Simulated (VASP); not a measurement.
Runs of VASP 6.6.1 on CsI. The structure is cubic, space group Pm-3m (No. 221). The conventional cell has a = 4.608 Å, b = 4.608 Å, c = 4.608 Å, α = 90.00°, β = 90.00°, γ = 90.00°. Cs (site symmetry m-3m) has 8 I at 3.99 Å and 6 Cs at 4.61 Å within 5.2 Å. I (site symmetry m-3m) has 8 Cs at 3.99 Å and 6 I at 4.61 Å within 5.2 Å. 

```csv
level,k mesh,cutoff (eV),smearing,grid for exact exchange (PRECFOCK),share of exact exchange,screening parameter,gap on the mesh (eV),pressure (GPa)
PBE-based screened hybrid,4 × 4 × 4,400,gaussian 0.01 eV,Normal,0.75,0.3 1/Å,6.21,-0.3
HSE06,4 × 4 × 4,400,fermi-dirac 0.5 eV,Normal,-,0.2079 1/Å,4.78,0.2
PBE,"4 × 4 × 4, shifted",500,gaussian 0.01 eV,-,-,-,(a),0.4
PBE-based screened hybrid,4 × 4 × 4,400,gaussian 0.01 eV,Normal,0.2,0.1 1/Å,4.83,0.2
PBE,4 × 4 × 4,500,methfessel-paxton 0.05 eV,-,-,-,3.79,0.5
PBE-based screened hybrid,4 × 4 × 4,400,gaussian 0.01 eV,Normal,0.3,0.5 1/Å,4.36,0.2
PBE,4 × 4 × 4,500,methfessel-paxton 0.5 eV,-,-,-,3.79,0.4
r2SCAN,4 × 4 × 4,550,gaussian 0.01 eV,-,-,-,(b),0.1
```

Alike in all rows: task single point; potentials or basis VASP PAW PBE potentials, release 64 (Cs_sv, I); no spin polarisation; cell as given.

Problem. Estimate the missing entries.

Solution. (a) 4.93; (b) 4.50.

Caveats: spin-orbit coupling is left out, which moves the levels of the heavy elements; the PAW data sets were made with another functional, which shifts forces and pressure a little (some runs).

A k mesh can miss the band edges, and the runs leave out spin-orbit coupling on Cs, I.
